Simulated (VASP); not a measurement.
# Hf (Fm-3m) in VASP: further runs, part 2 of 3

VASP 6.6.1. The steps go on from the part before.

**3. Single point, PBE-based screened hybrid**

This run uses another cell than the first one, of 22.73 Å³/atom, 1.039 times its volume.

POSCAR reads:

```
Hf
1.0
    0.0000000000      2.2482658863      2.2482658863
    2.2482658863      0.0000000000      2.2482658863
    2.2482658863      2.2482658863      0.0000000000
Hf
1
Direct
    0.0000000000      0.0000000000      0.0000000000
```

INCAR.step1 reads:

```
PREC = Accurate
ENCUT = 520
EDIFF = 1E-5
ISMEAR = -1
SIGMA = 0.05
LREAL = F
LASPH = T
NELM = 80
ALGO = Normal
ISIF = 2
LWAVE = T
LCHARG = F
GGA = PE
NBANDS = 11
```

INCAR.step2 reads:

```
PREC = Accurate
ENCUT = 520
EDIFF = 1E-6
ISMEAR = -1
SIGMA = 0.05
LREAL = F
LASPH = T
NELM = 80
ALGO = Normal
ISIF = 2
LWAVE = F
LCHARG = F
GGA = PE
LHFCALC = T
AEXX = 0.25
HFSCREEN = 0.3
PRECFOCK = Normal
ISTART = 1
NBANDS = 11
```

KPOINTS reads:

```
regular mesh
0
Gamma
  5 5 5
```

Potentials or basis: VASP PAW PBE potentials, release 64 (Hf_pv).

Launch:

```console
$ cat potpaw_PBE.64/Hf_pv/POTCAR > POTCAR
$ cp INCAR.step1 INCAR
$ mpirun -np 1 vasp_std > vasp.out
$ cp INCAR.step2 INCAR
$ mpirun -np 1 vasp_std > vasp.out
```

OUTCAR:

```text
PREC = Accurate
   ENCUT = 520
   EDIFF = 1E-6
   ISMEAR = -1
   LREAL = F
   LASPH = T
   NELM = 80
   ISIF = 2
   GGA = PE
   LHFCALC = T
   AEXX = 0.25
   HFSCREEN = 0.3
   PRECFOCK = Normal
   ISTART = 1

 ion  position               nearest neighbor table
   1  0.000  0.000  0.000-

  LATTYP: Found a face centered cubic cell.
 ALAT       =     4.4965317726

  Lattice vectors:

 A1 = (   0.0000000000,   2.2482658863,   2.2482658863)
 A2 = (   2.2482658863,   0.0000000000,   2.2482658863)
 A3 = (   2.2482658863,   2.2482658863,   0.0000000000)

Analysis of symmetry for initial positions (statically):
=====================================================================
 Subroutine PRICEL returns:
 Original cell was already a primitive cell.

 Routine SETGRP: Setting up the symmetry group for a
 face centered cubic supercell.

 Subroutine GETGRP returns: Found 48 space group operations
 (whereof 48 operations were pure point group operations)
 out of a pool of 48 trial point group operations.

The static configuration has the point symmetry O_h .

Analysis of symmetry for dynamics (positions and initial velocities):
=====================================================================
 Subroutine PRICEL returns:
 Original cell was already a primitive cell.

 Routine SETGRP: Setting up the symmetry group for a
 face centered cubic supercell.

 Subroutine GETGRP returns: Found 48 space group operations
 (whereof 48 operations were pure point group operations)
 out of a pool of 48 trial point group operations.

The dynamic configuration has the point symmetry O_h .

 Subroutine INISYM returns: Found 48 space group operations
 (whereof 48 operations are pure point group operations),
 and found     1 'primitive' translations

----------------------------------------------------------------------------------------

                                     Primitive cell

  volume of cell :      22.7286

  direct lattice vectors                    reciprocal lattice vectors
     0.000000000  2.248265886  2.248265886    -0.222393625  0.222393625  0.222393625
     2.248265886  0.000000000  2.248265886     0.222393625 -0.222393625  0.222393625
     2.248265886  2.248265886  0.000000000     0.222393625  0.222393625 -0.222393625

  length of vectors
     3.179528108  3.179528108  3.179528108     0.385197057  0.385197057  0.385197057

  position of ions in fractional coordinates (direct lattice)
     0.000000000  0.000000000  0.000000000

  ion indices of the primitive-cell ions
   primitive index   ion index
                 1           1

----------------------------------------------------------------------------------------

 KPOINTS: regular mesh

Automatic generation of k-mesh.
 Grid dimensions read from file:
 generate k-points for:    5    5    5

 Generating k-lattice:

  Cartesian coordinates                     Fractional coordinates (reciprocal lattice)
    -0.044478725  0.044478725  0.044478725     0.200000000  0.000000000  0.000000000
     0.044478725 -0.044478725  0.044478725     0.000000000  0.200000000  0.000000000
     0.044478725  0.044478725 -0.044478725     0.000000000  0.000000000  0.200000000

[... 25 lines left out ...]
   total plane-waves  NPLWV =  13824
   dimension x,y,z NGX =    24 NGY =   24 NGZ =   24
   dimension x,y,z NGXF=    48 NGYF=   48 NGZF=   48
   ions per type =               1
   NGX,Y,Z   is equivalent  to a cutoff of  12.55, 12.55, 12.55 a.u.
   NGXF,Y,Z  is equivalent  to a cutoff of  25.10, 25.10, 25.10 a.u.
 SYSTEM =  unknown system
   PREC   = accura    normal or accurate (medium, high low for compatibility)
   ISTART =      1    job   : 0-new  1-cont  2-samecut
   ICHARG =      0    charge: 1-file 2-atom 10-const
   ISPIN  =      1    spin polarized calculation?
   LNONCOLLINEAR =      F non collinear calculations
   LSORBIT =      F    spin-orbit coupling
   LASPH  =      T    aspherical Exc in radial PAW
   ENCUT  =  520.0 eV  38.22 Ry    6.18 a.u.   5.91  5.91  5.91*2*pi/ulx,y,z
   NELM   =     80;   NELMIN=  2; NELMDL=  0     # of ELM steps
   EDIFF  = 0.1E-05   stopping-criterion for ELM
   LREAL  =      F    real-space projection
   EDIFFG = 0.1E-04   stopping-criterion for IOM
   NSW    =      0    number of steps for IOM
   IBRION =     -1    ionic relax: 0-MD 1-quasi-New 2-CG
   NFREE  =      0    steps in history (QN), initial steepest desc. (CG)
   ISIF   =      2    stress and relaxation
   ISYM   =      3    0-nonsym 1-usesym 2-fastsym
   POTIM  = 0.5000    time-step for ionic-motion
   TEBEG  =    0.0;   TEEND  =   0.0 temperature during run
   PSTRESS=    0.0 pullay stress
   NELECT =      10.0000    total number of electrons
   NUPDOWN=      -1.0000    fix difference up-down
   EMIN   =  10.00;   EMAX   =-10.00  energy-range for DOS
   EFERMI =   0.00;   METHOD = LEGACY
   ISMEAR =    -1;   SIGMA  =   0.05  broadening in eV -4-tet -1-fermi 0-gaus
   EFERMI_NEDOS =   21; number of points for ismear=-14 and -15
   IALGO  =     38    algorithm
   IMIX   =      1    mixing-type and parameters
     AMIX     =   0.40;   BMIX     =  1.00
     AMIX_MAG =   1.60;   BMIX_MAG =  1.00
  volume/ion in A,a.u.               =      22.73       153.38
  Fermi-wavevector in a.u.,A,eV,Ry     =   1.245137  2.352968 21.094014  1.550366
  Thomas-Fermi vector in A             =   2.379373
   LORBIT       =      0    0 simple, 1 ext, 2 COOP (PROOUT), +10 PAW based schemes
   GGA     = PE    functional components
   LHFCALC =     T    Hartree Fock is set to
   PRECFOCK=normal    Normal, Fast or Accurate (Low or Medium for compatibility)
   ENCUT4O =  -1.0   cutoff for four orbital integrals eV
   NKREDX  =     1    reduce k-point grid by
   NKREDY  =     1    reduce k-point grid by
   NKREDZ  =     1    reduce k-point grid by
   AEXX    =    0.2500 exact exchange contribution
   HFSCREEN=    0.3000 screening length (either q_TF or 0.3 A-1)
   HFSCREENC=   0.3000 screening length for correlation (either q_TF or 0.3 A-1)
   ENCUTFOCK=  -1.0 apply spherical cutoff to Coloumb kernel
   IVDW    =     0    specifies the selected vdW correction
   LEPSILON=     F    determine dielectric tensor
   LRPA    =     F    only Hartree local field effects (RPA)
 non-spin polarized calculation
  energy-cutoff  :      520.00
  volume of cell :       22.73
 maximum number of plane-waves:       622
  NGX = 18; NGY = 18; NGZ = 18

 number of electron       9.9999999 magnetization

 Free energy of the ion-electron system (eV)
  ---------------------------------------------------
  ext. energy  EPLUGINS =         0.00000000
  ---------------------------------------------------
  free energy    TOTEN  =       -10.87951411 eV

  energy without entropy =      -10.87276811  energy(sigma->0) =      -10.87614111

 E-fermi :   4.4003     XC(G=0):  -9.3839

 val. band max:        4.3020284879   @ k =  -0.2000   0.2000   0.0000
 cond. band min:       4.5168842813   @ k =   0.2000   0.2000   0.0000
 fundamental gap:      0.2148557933
 Fermi energy:         4.4002516809

 k-point     1 :       0.0000    0.0000    0.0000
  band No.  band energies     occupation
      1     -27.6202      2.00000
      2     -27.6202      2.00000
      3     -27.6202      2.00000
      4      -3.4540      2.00000
      5       6.3651      0.00000
      6       6.3651      0.00000
      7       6.3651      0.00000
      8       9.3779      0.00000
      9       9.3779      0.00000
     10      16.3855      0.00000
     11      18.7056      0.00000
[... 113 lines left out ...]
 k-point    10 :      -0.4000    0.4000    0.2000
  band No.  band energies     occupation
      1     -28.2627      2.00000
      2     -28.0564      2.00000
      3     -27.8650      2.00000
      4       2.4473      2.00000
      5       3.5920      2.00000
      6       4.1689      1.98061
      7       8.2445      0.00000
      8      10.7779      0.00000
      9      12.6807      0.00000
     10      15.3618      0.00000
     11      16.5406      0.00000

------------------------ aborting loop because EDIFF is reached ----------------------------------------

  FORCE on cell =-STRESS in cart. coord.  units (eV):
  Direction    XX          YY          ZZ          XY          YZ          ZX
  --------------------------------------------------------------------------------------
  -------------------------------------------------------------------------------------
  Total       -0.2742472     -0.2742472     -0.2742472      0.0000000      0.0000000      0.0000000
  in kB      -19.3321302    -19.3321302    -19.3321302      0.0000000      0.0000000      0.0000000
  external PRESSURE =     -19.3321302 kB  Pullay stress =       0.0000000 kB

 VOLUME and BASIS-vectors are now :
 -----------------------------------------------------------------------------
  energy-cutoff  :      520.00
  volume of cell :       22.73
      direct lattice vectors                 reciprocal lattice vectors
     0.000000000  2.248265886  2.248265886    -0.222393625  0.222393625  0.222393625
     2.248265886  0.000000000  2.248265886     0.222393625 -0.222393625  0.222393625
     2.248265886  2.248265886  0.000000000     0.222393625  0.222393625 -0.222393625

 POSITION                                       TOTAL-FORCE (eV/Angst)
 -----------------------------------------------------------------------------------
      0.00000      0.00000      0.00000        -0.000000      0.000000     -0.000000
 -----------------------------------------------------------------------------------
    total drift:                                0.000000      0.000000      0.000000

  FREE ENERGIE OF THE ION-ELECTRON SYSTEM (eV)
  ---------------------------------------------------
  free  energy   TOTEN  =       -10.8795141079 eV

  energy  without entropy=      -10.8727681089  energy(sigma->0) =      -10.87614111
```

OSZICAR.step1:

```text
N       E                     dE             d eps       ncg     rms          rms(c)
DAV:   1     0.178713175322E+02    0.17871E+02   -0.58160E+03   220   0.845E+02
DAV:   2    -0.969805049877E+01   -0.27569E+02   -0.26113E+02   303   0.169E+02
DAV:   3    -0.102494251673E+02   -0.55137E+00   -0.54912E+00   279   0.170E+01
DAV:   4    -0.102518847877E+02   -0.24596E-02   -0.24586E-02   255   0.128E+00
DAV:   5    -0.102518960099E+02   -0.11222E-04   -0.11222E-04   259   0.797E-02    0.438E+01
DAV:   6    -0.999827354159E+01    0.25362E+00   -0.21617E-01   247   0.347E+00    0.262E+01
DAV:   7    -0.991275114249E+01    0.85522E-01   -0.33804E-01   250   0.421E+00    0.136E+00
DAV:   8    -0.990790649670E+01    0.48446E-02   -0.24000E-02   253   0.113E+00    0.150E-01
DAV:   9    -0.990796914854E+01   -0.62652E-04   -0.71205E-04   262   0.168E-01    0.550E-02
DAV:  10    -0.990796599001E+01    0.31585E-05   -0.41325E-05   256   0.485E-02
   1 F= -.99079660E+01 E0= -.99030303E+01  d E =-.987145E-02
```

Wall time 86 s (1 thread of Intel Xeon 6975P-C (Granite Rapids), shared host); peak memory 0.24 GiB.

What came out:

```
Free energy            : -10.8795 eV
Pressure               : -1.9 GPa
Band gap on the k mesh : zero (band 5 reaches 6.37 eV, above the bottom of band 6 at 4.17 eV)
```

Caveat: the k points lie up to 0.48 Å⁻¹ apart; the PAW data sets were made with another functional, which shifts forces and pressure a little; spin-orbit coupling is left out, which moves the levels of the heavy elements.

**4. Single point, B3LYP**

This run uses another cell than the first one, of 23.06 Å³/atom, 1.054 times its volume.

POSCAR reads:

```
Hf
1.0
    0.0000000000      2.2592220910      2.2592220910
    2.2592220910      0.0000000000      2.2592220910
    2.2592220910      2.2592220910      0.0000000000
Hf
1
Direct
    0.0000000000      0.0000000000      0.0000000000
```

INCAR.step1 reads:

```
SYSTEM = Hf
  PREC = Accurate
  ENCUT = 520
  EDIFF = 1E-5
  ISMEAR = -1
  SIGMA = 0.05
  LREAL = .False.
  LASPH = .True.
  NELM = 100
  ALGO = Normal
  ISIF = 2
  LWAVE = .True.
  GGA = PE
  NBANDS = 11
```

INCAR.step2 reads:

```
SYSTEM = Hf
  PREC = Accurate
  ENCUT = 520
  EDIFF = 1E-6
  ISMEAR = -1
  SIGMA = 0.05
  LREAL = .False.
  LASPH = .True.
  NELM = 100
  ALGO = Normal
  ISIF = 2
  LWAVE = .False.
  LCHARG = .True.
  GGA = B3
  LHFCALC = .True.
  AEXX = 0.2
  AGGAX = 0.72
  AGGAC = 0.81
  ALDAC = 0.19
  PRECFOCK = Normal
  LELF = .True.
  LVHAR = .True.
  ISTART = 1
  NBANDS = 11
```

KPOINTS reads:

```
regular mesh
0
Gamma
  5 5 5
  0 0 0
```

Launch:

```console
$ cat potpaw_PBE.64/Hf_pv/POTCAR > POTCAR
$ cp INCAR.step1 INCAR
$ mpirun -np 1 vasp_std > vasp.out
$ cp INCAR.step2 INCAR
$ mpirun -np 1 vasp_std > vasp.out
```

It took 78 s on 1 thread of Intel Xeon 6975P-C (Granite Rapids), shared host; peak memory 0.15 GiB.

Results (log left out):

| Item | Value |
| --- | --- |
| Free energy | -10.6057 eV |
| Pressure | -1.4 GPa |
| Band gap on the k mesh | zero (band 5 reaches 6.81 eV, above the bottom of band 6 at 4.11 eV) |

Levels at points of the mesh, in eV from the Fermi level:
| k point | band 1 | band 2 | band 3 | band 4 | band 5 | band 6 | band 7 | band 8 | band 9 | band 10 |
| --- | --- | --- | --- | --- | --- | --- | --- | --- | --- | --- |
| (0.00, 0.00, 0.00) | -31.87 | -31.87 | -31.87 | -7.78 | 2.43 | 2.43 | 2.43 | 5.30 | 5.30 | 12.58 |

Caveat: the k points lie up to 0.48 Å⁻¹ apart; the PAW data sets were made with another functional, which shifts forces and pressure a little; spin-orbit coupling is left out, which moves the levels of the heavy elements.

[end of part 2 of 3]
